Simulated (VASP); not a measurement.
A run of VASP 6.6.1 is set up as follows.

Contents of INCAR:

```
PREC     = Accurate       # precision mode
ENCUT    = 520            # plane-wave cutoff, eV
EDIFF    = 1E-6           # SCF threshold, eV
ISMEAR   = 0              # smearing method
SIGMA    = 0.05           # smearing width, eV
LREAL    = False          # projectors in reciprocal space
LASPH    = True           # aspherical terms in the spheres
NELM     = 100            # most SCF steps
ALGO     = Normal         # electronic algorithm
ISIF     = 2              # what is computed and relaxed
LWAVE    = False          # write WAVECAR
LCHARG   = False          # write CHGCAR
GGA      = PE             # functional
NBANDS   = 16             # bands
```

The input KPOINTS:

```
regular mesh
0
Gamma
  8 8 8
```

Contents of POSCAR:

```
AgCl
1.0
    0.0000000000      2.8060228508      2.5815410227
    2.8060228508      0.0000000000      2.5815410227
    2.8060228508      2.8060228508      0.0000000000
Ag Cl
1 1
Direct
    0.5000000000      0.5000000000      0.5000000000
    0.0000000000      0.0000000000      0.0000000000
```

Potentials or basis: VASP PAW PBE potentials, release 64 (Ag, Cl).

The run is started by

```sh
$ cat potpaw_PBE.64/Ag/POTCAR potpaw_PBE.64/Cl/POTCAR > POTCAR
$ mpirun -np 1 vasp_std > vasp.out
```

Question: What does it give for the pressure?

Answer: 5.0 GPa.

Question: What does it give for the band gap on the k mesh?

Answer: 0.71 eV, indirect (least direct gap 3.40 eV).

Stress tensor (GPa, compression positive):
```
3.71 0.00 0.00
0.00 3.71 0.00
0.00 0.00 7.44
```

Caveat: the cell differs from its parent crystal (strain +0.000 along x and y, -0.080 along z). A k mesh can miss the band edges.
